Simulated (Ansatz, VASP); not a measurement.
Re: VASP beside Ansatz

```
Re
1.0
     0.00000    2.74851    2.74851
     2.74851    0.00000    2.74851
     2.74851    2.74851    0.00000
Re
2
Cartesian
  0.6871 0.6871 0.6871
  4.8099 4.8099 4.8099
```

Alike in both runs: task single point; functional PBE; k mesh 16 × 16 × 16; occupations fermi-dirac, width 0.1 eV; no spin polarisation.

|  | VASP | Ansatz |
| --- | --- | --- |
| version | VASP 6.6.1 | Ansatz 0.2.0 |
| potentials or method | VASP PAW PBE potentials, release 64 (Re), cutoff 520 eV | plane waves (420 eV) with PAW, scalar-relativistic |
| valence electrons in the cell | 14 | 30 |

VASP gave:

| Property | Result |
| --- | --- |
| pressure (GPa) | 15.2 |

Task: What did Ansatz give for the same quantities?

Result: Pressure (GPa): 17.7.

VASP's potentials hold 14 valence electrons a cell and Ansatz's 30, so a difference there can come from the potentials and not from the codes.

Spin-orbit coupling is off throughout.
